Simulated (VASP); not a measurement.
Input of a VASP 6.6.1 run:

The input POSCAR:

```
Ga3AsP2
1.0
    3.9483532197      0.0000000000      0.0000000000
   -1.9741766099      3.4193741914      0.0000000000
    0.0000000000      0.0000000000      9.6770428216
Ga P As
3 2 1
Direct
    0.0000000000      0.0000000000      0.9929705711
    0.3333333333      0.6666666667      0.6666877393
    0.6666666667      0.3333333333      0.3400360369
    0.0000000000      0.0000000000      0.7467652060
    0.3333333333      0.6666666667      0.4198091125
    0.6666666667      0.3333333333      0.0837313341
```

Contents of INCAR.step1:

```
SYSTEM = Ga3AsP2
PREC     = Accurate       ! precision mode
ENCUT    = 520            ! plane-wave cutoff, eV
ISMEAR   = 0              ! smearing method
SIGMA    = 0.02           ! smearing width, eV
LREAL    = .FALSE.        ! projectors in reciprocal space
LASPH    = .TRUE.         ! aspherical terms in the spheres
NELM     = 80             ! most SCF steps
NBANDS   = 36             ! bands
GGA      = PE             ! functional
ALGO     = Normal         ! electronic algorithm
EDIFF    = 1E-4           ! SCF threshold, eV
LWAVE    = .TRUE.         ! write WAVECAR
LCHARG   = .FALSE.        ! write CHGCAR
```

The input INCAR.step2:

```
SYSTEM = Ga3AsP2
PREC     = Accurate       ! precision mode
ENCUT    = 520            ! plane-wave cutoff, eV
EDIFF    = 1E-6           ! SCF threshold, eV
ISMEAR   = 0              ! smearing method
SIGMA    = 0.02           ! smearing width, eV
LREAL    = .FALSE.        ! projectors in reciprocal space
LASPH    = .TRUE.         ! aspherical terms in the spheres
NELM     = 80             ! most SCF steps
ALGO     = Normal         ! electronic algorithm
ISIF     = 2              ! what is computed and relaxed
LWAVE    = .FALSE.        ! write WAVECAR
LCHARG   = .FALSE.        ! write CHGCAR
METAGGA  = R2SCAN         ! meta-GGA
LMIXTAU  = .TRUE.       
NBANDS   = 36             ! bands
ISTART   = 1
```

File KPOINTS:

```
Automatic mesh
0
G
  12 12 4
  0 0 0
```

Potentials or basis: VASP PAW PBE potentials, release 64 (Ga_d, P, As).

Launch:

```bash
$ cat potpaw_PBE.64/Ga_d/POTCAR potpaw_PBE.64/P/POTCAR potpaw_PBE.64/As/POTCAR > POTCAR
$ cp INCAR.step1 INCAR
$ mpirun -np 1 vasp_std > vasp.out
$ cp INCAR.step2 INCAR
$ mpirun -np 1 vasp_std > vasp.out
```

Question: Predict the largest force.

Answer: 0.051 eV/Å.

Question: What does it give for the band gap on the k mesh?

Answer: 1.42 eV.

Forces in eV/Å, atoms in the order of the input:
```
Ga   0.000  0.000  0.051
Ga   0.000  0.000 -0.009
Ga   0.000  0.000 -0.021
P    0.000  0.000  0.010
P    0.000  0.000  0.002
As   0.000  0.000 -0.034
```

Caveat: the PAW data sets were made with another functional, which shifts forces and pressure a little. A k mesh can miss the band edges.
